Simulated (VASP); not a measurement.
# Si2W (I4/mmm) in VASP: notebook, part 2 of 2

VASP 6.6.1.

## Step 3: Relaxation of cell and atoms, PBE

This run uses another cell than the first one, of 13.48 Å³/atom.

INCAR reads:

```
  PREC = Accurate
  ENCUT = 600
  EDIFF = 1E-6
  ISMEAR = 0
  SIGMA = 0.05
  LREAL = F
  LASPH = T
  NELM = 80
  ALGO = Normal
  ISIF = 3
  LWAVE = F
  LCHARG = F
  GGA = PE
  IBRION = 2
  NSW = 80
  EDIFFG = -0.03
```

KPOINTS reads:

```
regular mesh
0
Gamma
  8 8 8
```

POSCAR reads:

```
Si2W
1.0
   -1.6069000000      1.6069000000      3.9149500000
    1.6069000000     -1.6069000000      3.9149500000
    1.6069000000      1.6069000000     -3.9149500000
Si W
2 1
Direct
    0.3347000000      0.3347000000      0.0000000000
    0.6653000000      0.6653000000      0.0000000000
    0.0000000000      0.0000000000      0.0000000000
```

Potentials or basis: VASP PAW PBE potentials, release 64 (Si, W_sv).

Started as:

```console
> cat potpaw_PBE.64/Si/POTCAR potpaw_PBE.64/W_sv/POTCAR > POTCAR
> mpirun -np 1 vasp_std > vasp.out
```

OUTCAR:

```text
PREC = Accurate
   ENCUT = 600
   EDIFF = 1E-6
   ISMEAR = 0
   LREAL = F
   LASPH = T
   NELM = 80
   ISIF = 3
   GGA = PE
   IBRION = 2
   NSW = 80
   EDIFFG = -0.03

 ion  position               nearest neighbor table
   1  0.335  0.335  0.000-   2 2.59   3 2.62   3 2.62   3 2.62   3 2.62   3 2.62   2 2.63   2 2.63
                             2 2.63   2 2.63
   2  0.665  0.665  0.000-   1 2.59   3 2.62   3 2.62   3 2.62   3 2.62   3 2.62   1 2.63   1 2.63
                             1 2.63   1 2.63
   3  0.000  0.000  0.000-   2 2.62   2 2.62   2 2.62   1 2.62   2 2.62   1 2.62   1 2.62   1 2.62
                             1 2.62   2 2.62

  LATTYP: Found a body centered tetragonal cell.
 ALAT       =     3.2138000000
 C/A-ratio  =     2.4363370465

  Lattice vectors:

 A1 = (  -1.6069000000,   1.6069000000,   3.9149500000)
 A2 = (   1.6069000000,  -1.6069000000,   3.9149500000)
 A3 = (   1.6069000000,   1.6069000000,  -3.9149500000)

Analysis of symmetry for initial positions (statically):
=====================================================================
 Subroutine PRICEL returns:
 Original cell was already a primitive cell.

 Routine SETGRP: Setting up the symmetry group for a
 body centered tetragonal supercell.

 Subroutine GETGRP returns: Found 16 space group operations
 (whereof 16 operations were pure point group operations)
 out of a pool of 16 trial point group operations.

The static configuration has the point symmetry D_4h.

Analysis of symmetry for dynamics (positions and initial velocities):
=====================================================================
 Subroutine PRICEL returns:
 Original cell was already a primitive cell.

 Routine SETGRP: Setting up the symmetry group for a
 body centered tetragonal supercell.

 Subroutine GETGRP returns: Found 16 space group operations
 (whereof 16 operations were pure point group operations)
 out of a pool of 16 trial point group operations.

The dynamic configuration has the point symmetry D_4h.
[... 137 lines left out ...]
 maximum number of plane-waves:      1368
   NGX = 19   NGY = 19   NGZ = 19

--------------------------------------- Ionic step        1  -------------------------------------------

 number of electron      21.9999999 magnetization

 Free energy of the ion-electron system (eV)
  ---------------------------------------------------
  ext. energy  EPLUGINS =         0.00000000
  ---------------------------------------------------
  free energy    TOTEN  =       -24.80969403 eV

  energy without entropy =      -24.80933937  energy(sigma->0) =      -24.80951670

------------------------ aborting loop because EDIFF is reached ----------------------------------------

  FORCE on cell =-STRESS in cart. coord.  units (eV):
  Direction    XX          YY          ZZ          XY          YZ          ZX
  --------------------------------------------------------------------------------------
  -------------------------------------------------------------------------------------
  Total        0.8585702      0.8585702      0.8357066      0.0000000      0.0000000     -0.0000000
  in kB       34.0190721     34.0190721     33.1131518      0.0000000      0.0000000     -0.0000000
  external PRESSURE =      33.7170987 kB  Pullay stress =       0.0000000 kB
[... 61 lines left out ...]
--------------------------------------- Ionic step        3  -------------------------------------------

 number of electron      22.0000000 magnetization

 Free energy of the ion-electron system (eV)
  ---------------------------------------------------
  ext. energy  EPLUGINS =         0.00000000
  ---------------------------------------------------
  free energy    TOTEN  =       -24.81596030 eV

  energy without entropy =      -24.81560227  energy(sigma->0) =      -24.81578129

 E-fermi :  11.6363     XC(G=0): -12.4576

 val. band max:       11.5274436707   @ k =  -0.2500  -0.3750   0.2500
 cond. band min:      11.6599856315   @ k =  -0.3750   0.5000   0.3750
 fundamental gap:      0.1325419608
 Fermi energy:        11.6363061199

 k-point     1 :       0.0000    0.0000    0.0000
  band No.  band energies     occupation
      1     -62.1286      2.00000
      2     -26.3816      2.00000
      3     -26.3593      2.00000
      4     -26.3593      2.00000
      5      -2.2074      2.00000
      6       4.9936      2.00000
      7       7.9902      2.00000
      8       8.5076      2.00000
      9       8.9451      2.00000
     10       8.9451      2.00000
     11      12.3581      0.00000
     12      14.3897      0.00000
     13      14.7299      0.00000
     14      14.7773      0.00000
[... 401 lines left out ...]
      2     -26.5489      2.00000
      3     -26.4382      2.00000
      4     -26.3555      2.00000
      5       2.1611      2.00000
      6       2.6812      2.00000
      7       5.8615      2.00000
      8       7.3358      2.00000
      9       8.3664      2.00000
     10       9.4866      2.00000
     11       9.7624      2.00000
     12      12.0744      0.00000
     13      14.4219      0.00000
     14      15.3842      0.00000
     15      15.4043      0.00000

 [... further k-points ...]
[... 5 lines left out ...]
  --------------------------------------------------------------------------------------
  -------------------------------------------------------------------------------------
  Total        0.0343193      0.0343193     -0.0826553      0.0000000      0.0000000      0.0000000
  in kB        1.3398248      1.3398248     -3.2268647      0.0000000      0.0000000      0.0000000
  external PRESSURE =      -0.1824050 kB  Pullay stress =       0.0000000 kB
[... 18 lines left out ...]
  FREE ENERGIE OF THE ION-ELECTRON SYSTEM (eV)
  ---------------------------------------------------
  free  energy   TOTEN  =       -24.8159603021 eV

  energy  without entropy=      -24.8156022682  energy(sigma->0) =      -24.81578129

 reached required accuracy - stopping structural energy minimisation
```

OSZICAR:

```text
N       E                     dE             d eps       ncg     rms          rms(c)
DAV:   1     0.135727758486E+03    0.13573E+03   -0.12225E+04  1778   0.164E+03
DAV:   2    -0.212143660333E+02   -0.15694E+03   -0.15444E+03  2050   0.380E+02
DAV:   3    -0.256389203988E+02   -0.44246E+01   -0.43626E+01  2337   0.540E+01
[... 23 lines left out ...]
DAV:   3    -0.248189735733E+02    0.10477E-01   -0.28335E-02  1924   0.110E+00    0.366E-01
DAV:   4    -0.248160171197E+02    0.29565E-02   -0.63786E-03  2148   0.774E-01    0.308E-01
DAV:   5    -0.248159809574E+02    0.36162E-04   -0.71338E-04  2197   0.264E-01    0.150E-01
DAV:   6    -0.248159605765E+02    0.20381E-04   -0.25865E-04  2106   0.100E-01    0.705E-03
DAV:   7    -0.248159603021E+02    0.27444E-06   -0.72561E-06  2057   0.220E-02
   3 F= -.24815960E+02 E0= -.24815781E+02  d E =-.626627E-02
```

CONTCAR:

```text
Si2W
   1.00000000000000
    -1.6149293924233794    1.6149293924233794    3.9339913663534682
     1.6149293924233794   -1.6149293924233794    3.9339913663534682
     1.6149293924233794    1.6149293924233794   -3.9339913663534682
  Si              W
     2     1
Direct
     0.3346564961454062    0.3346564961454062    0.0000000000000000
     0.6653435038545937    0.6653435038545937    0.0000000000000000
     0.0000000000000000    0.0000000000000000    0.0000000000000000

  0.00000000E+00  0.00000000E+00  0.00000000E+00
  0.00000000E+00  0.00000000E+00  0.00000000E+00
  0.00000000E+00  0.00000000E+00  0.00000000E+00
```

Wall time 1.8 min (1 thread of Intel Xeon Platinum 8259CL at 2.50GHz (Skylake/Cascade Lake), shared host); peak memory 0.23 GiB.

What came out:

- Free energy: -24.8160 eV
- Relaxed volume: 13.68 Å³/atom
- Relaxed cell: a = 4.549 Å, b = 4.549 Å, c = 4.549 Å, α = 138.41°, β = 138.41°, γ = 60.27°
- Space group after relaxing (to 0.1 Å): I4/mmm (No. 139)
- Energy gained by relaxing: 2.1 meV/atom
- Ionic steps: 3
- Pressure after relaxing: 0.0 GPa
- Largest force after relaxing: 0.027 eV/Å
- Band gap on the k mesh: zero (bands 11 and 12 overlap by 1.18 eV)

Forces in eV/Å, atoms in the order of the input:
```
Si   0.000  0.000  0.027
Si   0.000  0.000 -0.027
W    0.000  0.000  0.000
```

Stress tensor (GPa, compression positive):
```
 0.13  0.00  0.00
 0.00  0.13  0.00
 0.00  0.00 -0.32
```

The path:
| step | energy change (eV) | largest force (eV/Å) | pressure (GPa) | volume (Å³) |
| --- | --- | --- | --- | --- |
| 1 | 0.0000 | 0.0191 | 3.37 | 40.44 |
| 2 | 0.0126 | 0.1043 | -5.43 | 42.12 |
| 3 | -0.0063 | 0.0274 | -0.02 | 41.04 |

Final structure:
```xyz
3
Lattice="-1.6149 1.6149 3.9340 1.6149 -1.6149 3.9340 1.6149 1.6149 -3.9340" Properties=species:S:1:pos:R:3 pbc="T T T"
Si    0.0000    0.0000    2.6331
Si    0.0000    0.0000    5.2349
W     0.0000    0.0000    0.0000
```

Caveat: spin-orbit coupling is left out, which moves the levels of the heavy elements. Zero-point motion and thermal expansion aren't in these numbers.

## Step 4: Single point, r2SCAN (12.88 Å³/atom)

This run uses another cell than the first one, of 12.88 Å³/atom.

POSCAR reads:

```
Si2W
1.0
   -1.5820230135      1.5820230135      3.8588718266
    1.5820230135     -1.5820230135      3.8588718266
    1.5820230135      1.5820230135     -3.8588718266
Si W
2 1
Direct
    0.3341500598      0.3341500598      0.0000000000
    0.6658499402      0.6658499402      0.0000000000
    0.0000000000      0.0000000000      0.0000000000
```

INCAR.step1 reads:

```
  PREC = Accurate
  ENCUT = 520
  ISMEAR = 0
  SIGMA = 0.05
  LREAL = F
  LASPH = T
  NELM = 100
  NBANDS = 18
  GGA = PE
  ALGO = Normal
  EDIFF = 1E-4
  LWAVE = T
  LCHARG = F
```

INCAR.step2 reads:

```
  PREC = Accurate
  ENCUT = 520
  EDIFF = 1E-6
  ISMEAR = 0
  SIGMA = 0.05
  LREAL = F
  LASPH = T
  NELM = 100
  ALGO = Normal
  ISIF = 2
  LWAVE = F
  LCHARG = T
  METAGGA = R2SCAN
  LMIXTAU = T
  LELF = T
  LVHAR = T
  NBANDS = 18
  ISTART = 1
```

KPOINTS reads:

```
Automatic mesh
0
Gamma
  18 18 18
```

Started as:

```console
> cat potpaw_PBE.64/Si/POTCAR potpaw_PBE.64/W_sv/POTCAR > POTCAR
> cp INCAR.step1 INCAR
> mpirun -np 1 vasp_std > vasp.out
> cp INCAR.step2 INCAR
> mpirun -np 1 vasp_std > vasp.out
```

Wall time 26 min (1 thread of Intel Xeon Platinum 8259CL at 2.50GHz (Skylake/Cascade Lake), shared host); peak memory 0.46 GiB.

It converged, with:

```yaml
Free_energy: -69.7624 eV
Pressure: 10.7 GPa
Largest_force: 0.015 eV/Å
Band_gap_on_the_k_mesh: zero (bands 11 and 12 overlap by 1.41 eV)
```

Forces in eV/Å, atoms in the order of the input:
```
Si   0.000  0.000 -0.015
Si   0.000  0.000  0.015
W    0.000  0.000  0.000
```

Stress tensor (GPa, compression positive):
```
10.82  0.00  0.00
 0.00 10.82  0.00
 0.00  0.00 10.45
```

Levels at points of the mesh, in eV from the Fermi level:
```
           k point  band 7  band 8  band 9  band 10  band 11  band 12  band 13  band 14  band 15  band 16
(0.00, 0.00, 0.00)   -3.87   -3.65   -3.21    -3.21     0.63     2.92     3.29     3.35     3.35     5.19
(0.50, 0.00, 0.00)   -6.25   -5.38   -3.13    -3.08    -0.58     2.97     3.18     4.25     5.13     5.49
(0.50, 0.50, 0.00)   -6.67   -5.72   -5.55    -3.70    -2.01     3.15     3.48     3.63     4.25     4.52
(0.50, 0.50, 0.50)   -4.26   -2.87   -0.98    -0.98    -0.59    -0.59     0.84     5.00     6.08     6.62
```

Caveat: the cell stands under pressure; the PAW data sets were made with another functional, which shifts forces and pressure a little; spin-orbit coupling is left out, which moves the levels of the heavy elements.

## Step 5: Overview

```csv
task,level,cell,k mesh,cutoff (eV),gap on the mesh (eV),pressure (GPa),largest force (eV/Å)
single point,PBE,"a = 4.547 Å, angles 138.4, 138.4, 60.3°, 3 atoms, atomic positions A",8 × 8 × 8,520,none,0.1,-
relaxation of cell and atoms,PBE,"relaxed from a = 4.527 Å, angles 138.4, 138.4, 60.3°, 3 atoms, atomic positions B",8 × 8 × 8,600,none,0.0,0.03
single point,r2SCAN,"a = 4.461 Å, angles 138.5, 138.5, 60.2°, 3 atoms, atomic positions C",18 × 18 × 18,520,none,10.7,0.01
```

Alike in all rows: potentials or basis VASP PAW PBE potentials, release 64 (Si, W_sv); no spin polarisation; smearing gaussian 0.05 eV.

Caveats: spin-orbit coupling is left out, which moves the levels of the heavy elements; the cell stands under pressure (at least some runs); the PAW data sets were made with another functional, which shifts forces and pressure a little (at least some runs).

Absolute energies hang on the potentials; compare differences alone.

The gap in the log of VASP goes by the Fermi energy; the results here count the filled bands.